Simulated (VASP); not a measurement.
# HfO3 (Fm-3m) in VASP: single point with PBE

Aim: the single point of HfO3 with PBE.

Program: VASP 6.6.1. These are calculated values, not measurements. Logs are shortened: lines on timing, memory, paths and dates and some standing lists are left out, and cuts for length are marked.

## 1. The cell of the first run

Symmetry: Fm-3m, No. 225, cubic system. Conventional cell: a = 5.307 Å, b = 5.307 Å, c = 5.307 Å, α = 90.00°, β = 90.00°, γ = 90.00°. Within 3.0 Å of Hf (site symmetry m-3m) lie 14 O at 2.30 to 2.65 Å. Within 3.0 Å of O (site symmetry m-3m) lie 8 O at 2.30 Å and 6 Hf at 2.65 Å. O (site symmetry -43m) has 4 Hf at 2.30 Å and 10 O at 2.30 to 2.65 Å within 3.0 Å.

## 2. Single point, PBE

INCAR reads:

```
SYSTEM = HfO3
ALGO = Normal ; EDIFF = 1E-6
ENCUT = 600 ; GGA = PE
GGA_COMPAT = .FALSE. ; ISIF = 2
ISMEAR = 0 ; LASPH = .TRUE.
LCHARG = .TRUE. ; LELF = .TRUE.
LREAL = .FALSE. ; LVHAR = .TRUE.
LWAVE = .FALSE. ; NBANDS = 22
NELM = 120 ; PREC = Accurate
SIGMA = 0.1
```

KPOINTS reads:

```
k-points
0
G
  16 16 16
  0 0 0
```

POSCAR reads:

```
HfO3
1.0
    0.0000000000      2.6533304110      2.6533304110
    2.6533304110      0.0000000000      2.6533304110
    2.6533304110      2.6533304110      0.0000000000
Hf O
1 3
Direct
    0.5000000000      0.5000000000      0.5000000000
    0.0000000000      0.0000000000      0.0000000000
    0.2500000000      0.2500000000      0.2500000000
    0.7500000000      0.7500000000      0.7500000000
```

Potentials or basis: VASP PAW PBE potentials, release 64 (Hf_pv, O).

Started as:

```bash
> cat potpaw_PBE.64/Hf_pv/POTCAR potpaw_PBE.64/O/POTCAR > POTCAR
> mpirun -np 1 vasp_std > vasp.out
```

OUTCAR:

```text
SYSTEM = HfO3
   EDIFF = 1E-6
   ENCUT = 600
   GGA = PE
   ISIF = 2
   ISMEAR = 0
   LASPH = .TRUE.
   LREAL = .FALSE.
   NELM = 120
   PREC = Accurate

 ion  position               nearest neighbor table
   1  0.500  0.500  0.500-   3 2.30   3 2.30   3 2.30   4 2.30   4 2.30   4 2.30   4 2.30   3 2.30
                             2 2.65   2 2.65   2 2.65   2 2.65   2 2.65   2 2.65
   2  0.000  0.000  0.000-   1 2.65   1 2.65   1 2.65   1 2.65   1 2.65   1 2.65
   3  0.250  0.250  0.250-   1 2.30   1 2.30   1 2.30   1 2.30
   4  0.750  0.750  0.750-   1 2.30   1 2.30   1 2.30   1 2.30

  LATTYP: Found a face centered cubic cell.
 ALAT       =     5.3066608220

  Lattice vectors:

 A1 = (   0.0000000000,   2.6533304110,   2.6533304110)
 A2 = (   2.6533304110,   0.0000000000,   2.6533304110)
 A3 = (   2.6533304110,   2.6533304110,   0.0000000000)

Analysis of symmetry for initial positions (statically):
=====================================================================
 Subroutine PRICEL returns:
 Original cell was already a primitive cell.

 Routine SETGRP: Setting up the symmetry group for a
 face centered cubic supercell.

 Subroutine GETGRP returns: Found 48 space group operations
 (whereof 48 operations were pure point group operations)
 out of a pool of 48 trial point group operations.

The static configuration has the point symmetry O_h .

Analysis of symmetry for dynamics (positions and initial velocities):
=====================================================================
 Subroutine PRICEL returns:
 Original cell was already a primitive cell.

 Routine SETGRP: Setting up the symmetry group for a
 face centered cubic supercell.

 Subroutine GETGRP returns: Found 48 space group operations
 (whereof 48 operations were pure point group operations)
 out of a pool of 48 trial point group operations.

The dynamic configuration has the point symmetry O_h .

 Subroutine INISYM returns: Found 48 space group operations
 (whereof 48 operations are pure point group operations),
 and found     1 'primitive' translations

----------------------------------------------------------------------------------------

                                     Primitive cell

  volume of cell :      37.3598

[... 90 lines left out ...]
   ENCUT  =  600.0 eV  44.10 Ry    6.64 a.u.   7.49  7.49  7.49*2*pi/ulx,y,z
   NELM   =    120;   NELMIN=  2; NELMDL= -5     # of ELM steps
   EDIFF  = 0.1E-05   stopping-criterion for ELM
   LREAL  =      F    real-space projection
   EDIFFG = 0.1E-04   stopping-criterion for IOM
   NSW    =      0    number of steps for IOM
   IBRION =     -1    ionic relax: 0-MD 1-quasi-New 2-CG
   NFREE  =      0    steps in history (QN), initial steepest desc. (CG)
   ISIF   =      2    stress and relaxation
   ISYM   =      2    0-nonsym 1-usesym 2-fastsym
   POTIM  = 0.5000    time-step for ionic-motion
   TEBEG  =    0.0;   TEEND  =   0.0 temperature during run
   PSTRESS=    0.0 pullay stress
   NELECT =      28.0000    total number of electrons
   NUPDOWN=      -1.0000    fix difference up-down
   EMIN   =  10.00;   EMAX   =-10.00  energy-range for DOS
   EFERMI =   0.00;   METHOD = LEGACY
   ISMEAR =     0;   SIGMA  =   0.10  broadening in eV -4-tet -1-fermi 0-gaus
   EFERMI_NEDOS =   21; number of points for ismear=-14 and -15
   IALGO  =     38    algorithm
   IMIX   =      4    mixing-type and parameters
     AMIX     =   0.40;   BMIX     =  1.00
     AMIX_MAG =   1.60;   BMIX_MAG =  1.00
  volume/ion in A,a.u.               =       9.34        63.03
  Fermi-wavevector in a.u.,A,eV,Ry     =   1.487052  2.810121 30.086888  2.211324
  Thomas-Fermi vector in A             =   2.600261
   LORBIT       =      0    0 simple, 1 ext, 2 COOP (PROOUT), +10 PAW based schemes
   GGA     = PE    functional components
   LHFCALC =     F    Hartree Fock is set to
   AEXX    =    0.0000 exact exchange contribution
   IVDW    =     0    specifies the selected vdW correction
   LEPSILON=     F    determine dielectric tensor
   LRPA    =     F    only Hartree local field effects (RPA)
 non-spin polarized calculation
 Gauss-broadening in eV      SIGMA  =   0.10
  energy-cutoff  :      600.00
  volume of cell :       37.36
 maximum number of plane-waves:      1283
 NGX is ok and might be reduce to    30
   NGX = 15   NGY = 15   NGZ = 15

 number of electron      28.0000012 magnetization

 Free energy of the ion-electron system (eV)
  ---------------------------------------------------
  ext. energy  EPLUGINS =         0.00000000
  ---------------------------------------------------
  free energy    TOTEN  =       -30.82326096 eV

  energy without entropy =      -30.79017839  energy(sigma->0) =      -30.80671968

 E-fermi :   4.8099     XC(G=0): -12.5927

 val. band max:        4.8064436480   @ k =  -0.3750   0.3125   0.0625
 cond. band min:       4.8112427395   @ k =   0.1875   0.0000   0.0000
 fundamental gap:      0.0047990916
 Fermi energy:         4.8099274308

 k-point     1 :       0.0000    0.0000    0.0000
  band No.  band energies     occupation
      1     -25.4707      2.00000
      2     -25.4707      2.00000
      3     -25.4707      2.00000
      4     -15.0154      2.00000
      5     -11.3502      2.00000
      6     -10.1691      2.00000
[... 589 lines left out ...]
     21      13.6153      0.00000
     22      17.6240      0.00000

 [... further k-points ...]

------------------------ aborting loop because EDIFF is reached ----------------------------------------

  FORCE on cell =-STRESS in cart. coord.  units (eV):
  Direction    XX          YY          ZZ          XY          YZ          ZX
  --------------------------------------------------------------------------------------
  -------------------------------------------------------------------------------------
  Total       -0.7313557     -0.7313557     -0.7313557      0.0000000      0.0000000      0.0000000
  in kB      -31.3642753    -31.3642753    -31.3642753      0.0000000      0.0000000      0.0000000
  external PRESSURE =     -31.3642753 kB  Pullay stress =       0.0000000 kB

 VOLUME and BASIS-vectors are now :
 -----------------------------------------------------------------------------
  energy-cutoff  :      600.00
  volume of cell :       37.36
      direct lattice vectors                 reciprocal lattice vectors
     0.000000000  2.653330411  2.653330411    -0.188442419  0.188442419  0.188442419
     2.653330411  0.000000000  2.653330411     0.188442419 -0.188442419  0.188442419
     2.653330411  2.653330411  0.000000000     0.188442419  0.188442419 -0.188442419

 POSITION                                       TOTAL-FORCE (eV/Angst)
 -----------------------------------------------------------------------------------
      2.65333      2.65333      2.65333         0.000000     -0.000000     -0.000000
      0.00000      0.00000      0.00000         0.000000     -0.000000     -0.000000
      1.32667      1.32667      1.32667         0.000000      0.000000      0.000000
      3.98000      3.98000      3.98000        -0.000000     -0.000000     -0.000000
 -----------------------------------------------------------------------------------
    total drift:                                0.000000     -0.000000     -0.000000

  FREE ENERGIE OF THE ION-ELECTRON SYSTEM (eV)
  ---------------------------------------------------
  free  energy   TOTEN  =       -30.8232609637 eV

  energy  without entropy=      -30.7901783938  energy(sigma->0) =      -30.80671968
```

OSZICAR:

```text
N       E                     dE             d eps       ncg     rms          rms(c)
DAV:   1     0.123615445959E+03    0.12362E+03   -0.17433E+04  6388   0.143E+03
DAV:   2    -0.299166502601E+02   -0.15353E+03   -0.14816E+03  8438   0.318E+02
DAV:   3    -0.357115304327E+02   -0.57949E+01   -0.57080E+01  7546   0.516E+01
DAV:   4    -0.357450026923E+02   -0.33472E-01   -0.33459E-01  7584   0.441E+00
DAV:   5    -0.357453043434E+02   -0.30165E-03   -0.30164E-03  7712   0.371E-01    0.374E+01
DAV:   6    -0.315147675887E+02    0.42305E+01   -0.15238E+01  6458   0.279E+01    0.313E+01
DAV:   7    -0.312911529532E+02    0.22361E+00   -0.95291E+00  8378   0.172E+01    0.284E+01
DAV:   8    -0.308321386517E+02    0.45901E+00   -0.16749E+00  6866   0.740E+00    0.154E+01
DAV:   9    -0.308360302457E+02   -0.38916E-02   -0.24053E-01  7070   0.342E+00    0.155E+00
DAV:  10    -0.308263711810E+02    0.96591E-02   -0.11632E-01  7226   0.190E+00    0.807E-01
DAV:  11    -0.308233202435E+02    0.30509E-02   -0.23291E-02  6722   0.896E-01    0.878E-02
DAV:  12    -0.308232837627E+02    0.36481E-04   -0.17002E-03  6992   0.268E-01    0.457E-02
DAV:  13    -0.308232586883E+02    0.25074E-04   -0.18127E-04  7426   0.832E-02    0.204E-02
DAV:  14    -0.308232608042E+02   -0.21159E-05   -0.73878E-06  6548   0.215E-02    0.419E-03
DAV:  15    -0.308232609637E+02   -0.15953E-06   -0.11007E-06  3214   0.696E-03
   1 F= -.30823261E+02 E0= -.30806720E+02  d E =-.330826E-01
```

stdout:

```text
POSCAR found type information on POSCAR HfO
 POSCAR found :  2 types and       4 ions
 scaLAPACK will be used
 LDA part: xc-table for (Slater+PW92), standard interpolation
 POSCAR, INCAR and KPOINTS ok, starting setup
 FFT: planning ... GRIDC
 FFT: planning ... GRID_SOFT
 FFT: planning ... GRID
 WAVECAR not read
 entering main loop
```

It took 3.4 min on 1 thread of Intel Xeon 8259CL, shared host; peak memory 0.27 GiB.

Results:

```yaml
Free_energy: -30.8233 eV
Pressure: -3.1 GPa
Band_gap_on_the_k_mesh: zero (bands 14 and 15 overlap by 0.89 eV)
```

Caveat: the cell stands under tension; spin-orbit coupling is left out, which moves the levels of the heavy elements.
